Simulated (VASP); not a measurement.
Crystal: Ni.

```xyz
3
Lattice="3.9541 0.0000 0.0000 -1.9770 3.4243 0.0000 0.0000 0.0000 2.4238" Properties=species:S:1:pos:R:3 pbc="T T T"
Ni    0.0000    0.0000    0.0000
Ni    0.0000    2.2829    1.2119
Ni    1.9770    1.1414    1.2119
```

This isn't the form of Ni at room conditions, which is fcc.

| Property | Result |
| --- | --- |
| Program | VASP 6.6.1 |
| Task | relaxation of cell and atoms |
| Functional | LDA |
| Potentials or basis | VASP PAW LDA potentials, release 64 (Ni) |
| Cutoff | 600 eV |
| k mesh | 9 × 9 × 13 |
| Occupations | fermi-dirac, width 0.1 eV |
| Spin | no spin polarisation |

At the start: pressure -14.4 GPa; volume 10.94 Å³/atom.

Task: Where does the relaxation end?

Result: Over 9 steps the energy falls by 39.1 meV/atom and the volume is 10.18 Å³/atom (-6.9 %); space group P6/mmm (No. 191, to 0.1 Å) before and after.

The path:
```csv
step,energy change (eV),largest force (eV/Å),pressure (GPa),volume (Å³)
1,0.0000,0.0000,-14.43,32.82
2,0.0218,0.0000,21.80,28.36
3,-0.1143,0.0000,0.17,30.55
4,-0.1144,0.0000,0.45,30.51
5,-0.1174,0.0000,0.18,30.53
6,-0.1174,0.0000,0.20,30.53
7,-0.1174,0.0000,0.24,30.53
8,-0.1174,0.0000,-0.17,30.59
9,-0.1174,0.0000,0.03,30.55
```

Final structure:
```yaml
crystal:
  lattice:
    - [3.88641, 0.00000, 0.00000]
    - [-1.94320, 3.36573, 0.00000]
    - [0.00000, 0.00000, 2.33540]
  atoms:
    - { symbol: Ni, position: [0.00000, 0.00000, 0.00000] }
    - { symbol: Ni, position: [0.33333, 0.66667, 0.50000] }
    - { symbol: Ni, position: [0.66667, 0.33333, 0.50000] }
```

Caveat: the run has no spin polarisation, though such a crystal can be magnetic.
